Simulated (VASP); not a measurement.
# Cd2Ru (P6/mmm) in VASP: further runs

Cd2Ru is run at these levels: r2SCAN; tasks: single point.

Everything below comes from runs of VASP 6.6.1. Logs are shortened: lines on timing, memory, paths and dates and some standing lists are left out, and cuts for length are marked.

### 1 The cell of the first run

Symmetry: P6/mmm, No. 191, hexagonal system. The conventional cell has a = 4.670 Å, b = 4.670 Å, c = 2.766 Å, α = 90.00°, β = 90.00°, γ = 120.00°. Cd (site symmetry -6m2) has 5 Cd at 2.70 to 2.77 Å and 6 Ru at 3.03 Å within 3.6 Å. Ru (site symmetry 6/mmm) has 2 Ru at 2.77 Å and 12 Cd at 3.03 Å within 3.6 Å.

### 2 Single point, r2SCAN

File POSCAR:

```
Cd2Ru
1.0
    4.6701336259      0.0000000000      0.0000000000
   -2.3350668129      4.0444543591      0.0000000000
    0.0000000000      0.0000000000      2.7661927273
Cd Ru
2 1
Direct
    0.3333333333      0.6666666667      0.5000000000
    0.6666666667      0.3333333333      0.5000000000
    0.0000000000      0.0000000000      0.0000000000
```

File INCAR.step1:

```
PREC     = Accurate       # precision mode
ENCUT    = 520            # plane-wave cutoff, eV
ISMEAR   = 0              # smearing method
SIGMA    = 0.1            # smearing width, eV
LREAL    = False          # projectors in reciprocal space
LASPH    = True           # aspherical terms in the spheres
NELM     = 80             # most SCF steps
NBANDS   = 26             # bands
GGA      = PE             # functional
ALGO     = Normal         # electronic algorithm
EDIFF    = 1E-4           # SCF threshold, eV
LWAVE    = True           # write WAVECAR
LCHARG   = False          # write CHGCAR
```

File INCAR.step2:

```
PREC     = Accurate       # precision mode
ENCUT    = 520            # plane-wave cutoff, eV
EDIFF    = 1E-6           # SCF threshold, eV
ISMEAR   = 0              # smearing method
SIGMA    = 0.1            # smearing width, eV
LREAL    = False          # projectors in reciprocal space
LASPH    = True           # aspherical terms in the spheres
NELM     = 80             # most SCF steps
ALGO     = Normal         # electronic algorithm
ISIF     = 2              # what is computed and relaxed
LWAVE    = False          # write WAVECAR
LCHARG   = False          # write CHGCAR
METAGGA  = R2SCAN         # meta-GGA
LMIXTAU  = True         
NBANDS   = 26             # bands
ISTART   = 1
```

File KPOINTS:

```
regular mesh
0
Gamma
  6 6 4
```

Potentials or basis: VASP PAW PBE potentials, release 64 (Cd, Ru_pv).

The run is started by

```console
$ cat potpaw_PBE.64/Cd/POTCAR potpaw_PBE.64/Ru_pv/POTCAR > POTCAR
$ cp INCAR.step1 INCAR
$ mpirun -np 1 vasp_std > vasp.out
$ cp INCAR.step2 INCAR
$ mpirun -np 1 vasp_std > vasp.out
```

OUTCAR:

```text
PREC = Accurate
   ENCUT = 520
   EDIFF = 1E-6
   ISMEAR = 0
   LREAL = False
   LASPH = True
   NELM = 80
   ISIF = 2
   METAGGA = R2SCAN
   ISTART = 1

 ion  position               nearest neighbor table
   1  0.333  0.667  0.500-   2 2.70   2 2.70   2 2.70   3 3.03   3 3.03   3 3.03   3 3.03   3 3.03
                             3 3.03
   2  0.667  0.333  0.500-   1 2.70   1 2.70   1 2.70   3 3.03   3 3.03   3 3.03   3 3.03   3 3.03
                             3 3.03
   3  0.000  0.000  0.000-   1 3.03   2 3.03   1 3.03   2 3.03   1 3.03   1 3.03   2 3.03   2 3.03
                             2 3.03   2 3.03   1 3.03   1 3.03

  LATTYP: Found a hexagonal cell.
 ALAT       =     4.6701336259
 C/A-ratio  =     0.5923155415

  Lattice vectors:

 A1 = (   4.6701336259,   0.0000000000,   0.0000000000)
 A2 = (  -2.3350668129,   4.0444543591,   0.0000000000)
 A3 = (   0.0000000000,   0.0000000000,   2.7661927273)

Analysis of symmetry for initial positions (statically):
=====================================================================
 Subroutine PRICEL returns:
 Original cell was already a primitive cell.

 Routine SETGRP: Setting up the symmetry group for a
 hexagonal supercell.

 Subroutine GETGRP returns: Found 24 space group operations
 (whereof 24 operations were pure point group operations)
 out of a pool of 24 trial point group operations.

The static configuration has the point symmetry D_6h.

Analysis of symmetry for dynamics (positions and initial velocities):
=====================================================================
 Subroutine PRICEL returns:
 Original cell was already a primitive cell.

 Routine SETGRP: Setting up the symmetry group for a
 hexagonal supercell.

 Subroutine GETGRP returns: Found 24 space group operations
 (whereof 24 operations were pure point group operations)
 out of a pool of 24 trial point group operations.

The dynamic configuration has the point symmetry D_6h.

 Subroutine INISYM returns: Found 24 space group operations
 (whereof 24 operations are pure point group operations),
 and found     1 'primitive' translations

----------------------------------------------------------------------------------------

                                     Primitive cell

  volume of cell :      52.2482

  direct lattice vectors                    reciprocal lattice vectors
     4.670133626  0.000000000  0.000000000     0.214126635  0.123626071  0.000000000
    -2.335066813  4.044454359  0.000000000     0.000000000  0.247252141  0.000000000
     0.000000000  0.000000000  2.766192727     0.000000000  0.000000000  0.361507711

  length of vectors
     4.670133626  4.670133626  2.766192727     0.247252141  0.247252141  0.361507711

  position of ions in fractional coordinates (direct lattice)
     0.333333333  0.666666667  0.500000000
     0.666666667  0.333333333  0.500000000
     0.000000000  0.000000000  0.000000000

  ion indices of the primitive-cell ions
   primitive index   ion index
                 1           1
                 2           2
                 3           3

----------------------------------------------------------------------------------------

 KPOINTS: regular mesh

Automatic generation of k-mesh.
 Grid dimensions read from file:
 generate k-points for:    6    6    4

 Generating k-lattice:

  Cartesian coordinates                     Fractional coordinates (reciprocal lattice)
     0.035687773  0.020604345  0.000000000     0.166666667  0.000000000  0.000000000
     0.000000000  0.041208690  0.000000000     0.000000000  0.166666667  0.000000000
     0.000000000  0.000000000  0.090376928     0.000000000  0.000000000  0.250000000

  Length of vectors
     0.041208690  0.041208690  0.090376928

  Shift w.r.t. Gamma in fractional coordinates (k-lattice)
     0.000000000  0.000000000  0.000000000

 Subroutine IBZKPT returns following result:
 ===========================================

 Found     21 irreducible k-points:

 Following reciprocal coordinates:
            Coordinates               Weight
  0.000000  0.000000  0.000000      1.000000
  0.166667 -0.000000  0.000000      6.000000
  0.333333 -0.000000  0.000000      6.000000
  0.500000 -0.000000  0.000000      3.000000
  0.166667  0.166667  0.000000      6.000000
  0.333333  0.166667  0.000000     12.000000
[... 13 lines left out ...]
  0.333333  0.166667  0.500000     12.000000
  0.333333  0.333333  0.500000      2.000000
   k-points           NKPTS =     21   k-points in BZ     NKDIM =     21   number of bands    NBANDS=     26
   number of dos      NEDOS =    301   number of ions     NIONS =      3
   total plane-waves  NPLWV =  31104
   dimension x,y,z NGX =    36 NGY =   36 NGZ =   24
   dimension x,y,z NGXF=    72 NGYF=   72 NGZF=   48
   ions per type =               2   1
   NGX,Y,Z   is equivalent  to a cutoff of  12.82, 12.82, 14.42 a.u.
   NGXF,Y,Z  is equivalent  to a cutoff of  25.63, 25.63, 28.85 a.u.
 SYSTEM =  unknown system
   PREC   = accura    normal or accurate (medium, high low for compatibility)
   ISTART =      1    job   : 0-new  1-cont  2-samecut
   ICHARG =      0    charge: 1-file 2-atom 10-const
   ISPIN  =      1    spin polarized calculation?
   LNONCOLLINEAR =      F non collinear calculations
   LSORBIT =      F    spin-orbit coupling
   LASPH  =      T    aspherical Exc in radial PAW
   ENCUT  =  520.0 eV  38.22 Ry    6.18 a.u.   8.68  8.68  5.14*2*pi/ulx,y,z
   NELM   =     80;   NELMIN=  2; NELMDL=  0     # of ELM steps
   EDIFF  = 0.1E-05   stopping-criterion for ELM
   LREAL  =      F    real-space projection
   EDIFFG = 0.1E-04   stopping-criterion for IOM
   NSW    =      0    number of steps for IOM
   IBRION =     -1    ionic relax: 0-MD 1-quasi-New 2-CG
   NFREE  =      0    steps in history (QN), initial steepest desc. (CG)
   ISIF   =      2    stress and relaxation
   ISYM   =      2    0-nonsym 1-usesym 2-fastsym
   POTIM  = 0.5000    time-step for ionic-motion
   TEBEG  =    0.0;   TEEND  =   0.0 temperature during run
   PSTRESS=    0.0 pullay stress
   NELECT =      38.0000    total number of electrons
   NUPDOWN=      -1.0000    fix difference up-down
   EMIN   =  10.00;   EMAX   =-10.00  energy-range for DOS
   EFERMI =   0.00;   METHOD = LEGACY
   ISMEAR =     0;   SIGMA  =   0.10  broadening in eV -4-tet -1-fermi 0-gaus
   EFERMI_NEDOS =   21; number of points for ismear=-14 and -15
   IALGO  =     38    algorithm
   IMIX   =      4    mixing-type and parameters
     AMIX     =   0.40;   BMIX     =  1.00
     AMIX_MAG =   1.60;   BMIX_MAG =  1.00
  volume/ion in A,a.u.               =      17.42       117.53
  Fermi-wavevector in a.u.,A,eV,Ry     =   1.472241  2.782131 29.490526  2.167493
  Thomas-Fermi vector in A             =   2.587279
   LORBIT       =      0    0 simple, 1 ext, 2 COOP (PROOUT), +10 PAW based schemes
   METAGGA = R2SCAN    functional components
   LHFCALC =     F    Hartree Fock is set to
   AEXX    =    0.0000 exact exchange contribution
   IVDW    =     0    specifies the selected vdW correction
   LEPSILON=     F    determine dielectric tensor
   LRPA    =     F    only Hartree local field effects (RPA)
 non-spin polarized calculation
 Gauss-broadening in eV      SIGMA  =   0.10
  energy-cutoff  :      520.00
  volume of cell :       52.25
 maximum number of plane-waves:      1434
 NGX is ok and might be reduce to    36
   NGX = 17   NGY = 17   NGZ = 11

 number of electron      37.9999998 magnetization

 Free energy of the ion-electron system (eV)
  ---------------------------------------------------
  ext. energy  EPLUGINS =         0.00000000
  ---------------------------------------------------
  free energy    TOTEN  =       -64.56880515 eV

  energy without entropy =      -64.56141982  energy(sigma->0) =      -64.56511248

 E-fermi :   5.3967     XC(G=0): -13.3030

 val. band max:        5.3333832281   @ k =   0.5000  -0.0000   0.5000
 cond. band min:       5.4710650800   @ k =   0.3333   0.3333   0.5000
 fundamental gap:      0.1376818518
 Fermi energy:         5.3967444073

 k-point     1 :       0.0000    0.0000    0.0000
  band No.  band energies     occupation
      1     -38.0966      2.00000
      2     -38.0301      2.00000
      3     -38.0301      2.00000
      4      -5.0205      2.00000
      5      -4.3984      2.00000
      6      -3.9988      2.00000
[... 18 lines left out ...]
     25      11.6873      0.00000
     26      15.1165      0.00000

 k-point     2 :       0.1667   -0.0000    0.0000
  band No.  band energies     occupation
      1     -38.0966      2.00000
      2     -38.0304      2.00000
      3     -38.0301      2.00000
      4      -4.9838      2.00000
      5      -4.4552      2.00000
      6      -4.2045      2.00000
[... 18 lines left out ...]
     25      13.6030      0.00000
     26      15.1167      0.00000

 k-point     3 :       0.3333   -0.0000    0.0000
  band No.  band energies     occupation
      1     -38.0967      2.00000
      2     -38.0312      2.00000
      3     -38.0302      2.00000
      4      -4.8959      2.00000
      5      -4.6224      2.00000
      6      -4.4040      2.00000
[... 18 lines left out ...]
     25      15.1161      0.00000
     26      16.8787      0.00000

 k-point     4 :       0.5000   -0.0000    0.0000
  band No.  band energies     occupation
      1     -38.0967      2.00000
      2     -38.0315      2.00000
      3     -38.0303      2.00000
      4      -4.8144      2.00000
      5      -4.7533      2.00000
      6      -4.4735      2.00000
[... 18 lines left out ...]
     25      16.4035      0.00000
     26      17.0654      0.00000
[... 409 lines left out ...]
      1     -38.5401      2.00000
      2     -37.9828      2.00000
      3     -37.9826      2.00000
      4      -4.7088      2.00000
      5      -4.5028      2.00000
      6      -4.3456      2.00000
[... 18 lines left out ...]
     25      13.6153      0.00000
     26      14.7286      0.00000

 k-point    20 :       0.3333    0.1667    0.5000
  band No.  band energies     occupation
      1     -38.5399      2.00000
      2     -37.9831      2.00000
      3     -37.9828      2.00000
      4      -4.7808      2.00000
      5      -4.4510      2.00000
      6      -4.4088      2.00000
[... 18 lines left out ...]
     25      14.2445      0.00000
     26      15.3078      0.00000

 k-point    21 :       0.3333    0.3333    0.5000
  band No.  band energies     occupation
      1     -38.5399      2.00000
      2     -37.9830      2.00000
      3     -37.9830      2.00000
      4      -4.8490      2.00000
      5      -4.5099      2.00000
      6      -4.2020      2.00000
[... 18 lines left out ...]
     25      15.1185      0.00000
     26      16.3716      0.00000

------------------------ aborting loop because EDIFF is reached ----------------------------------------

  FORCE on cell =-STRESS in cart. coord.  units (eV):
  Direction    XX          YY          ZZ          XY          YZ          ZX
  --------------------------------------------------------------------------------------
  -------------------------------------------------------------------------------------
  Total        0.4510975      0.4510975      0.3955549      0.0000000     -0.0000000      0.0000000
  in kB       13.8327764     13.8327764     12.1295763      0.0000000     -0.0000000      0.0000000
  external PRESSURE =      13.2650430 kB  Pullay stress =       0.0000000 kB

 VOLUME and BASIS-vectors are now :
 -----------------------------------------------------------------------------
  energy-cutoff  :      520.00
  volume of cell :       52.25
      direct lattice vectors                 reciprocal lattice vectors
     4.670133626  0.000000000  0.000000000     0.214126635  0.123626071  0.000000000
    -2.335066813  4.044454359  0.000000000     0.000000000  0.247252141  0.000000000
     0.000000000  0.000000000  2.766192727     0.000000000  0.000000000  0.361507711

 POSITION                                       TOTAL-FORCE (eV/Angst)
 -----------------------------------------------------------------------------------
     -0.00000      2.69630      1.38310        -0.000000      0.000000     -0.000000
      2.33507      1.34815      1.38310         0.000000      0.000000      0.000000
      0.00000      0.00000      0.00000         0.000000      0.000000      0.000000
 -----------------------------------------------------------------------------------
    total drift:                                0.000000      0.000000     -0.000000

  FREE ENERGIE OF THE ION-ELECTRON SYSTEM (eV)
  ---------------------------------------------------
  free  energy   TOTEN  =       -64.5688051455 eV

  energy  without entropy=      -64.5614198188  energy(sigma->0) =      -64.56511248
```

Run time: 39 s. Hardware: 1 thread of Intel Xeon 6975P-C (Granite Rapids), shared host; peak memory 0.18 GiB.

Results:

* Free energy: -64.5688 eV
* Pressure: 1.3 GPa
* Band gap on the k mesh: zero (band 19 reaches 5.85 eV, above the bottom of band 20 at 4.86 eV)

Stress tensor (GPa, compression positive):
```
1.38 0.00 0.00
0.00 1.38 0.00
0.00 0.00 1.21
```

Levels at points of the mesh, in eV from the Fermi level:
```csv
k point,band 17,band 18,band 19,band 20,band 21,band 22
"(0.00, 0.00, 0.00)",-2.79,0.34,0.34,2.48,3.42,3.42
"(0.50, 0.00, 0.00)",-1.30,-1.29,-1.25,0.23,0.36,3.61
"(0.00, 0.00, 0.50)",-2.18,-0.62,-0.62,2.56,5.11,5.52
"(0.50, 0.00, 0.50)",-0.68,-0.61,-0.47,-0.06,2.86,3.93
```

Caveat: the k points lie up to 0.57 Å⁻¹ apart; the PAW data sets were made with another functional, which shifts forces and pressure a little.

[end of part 1 of 3]
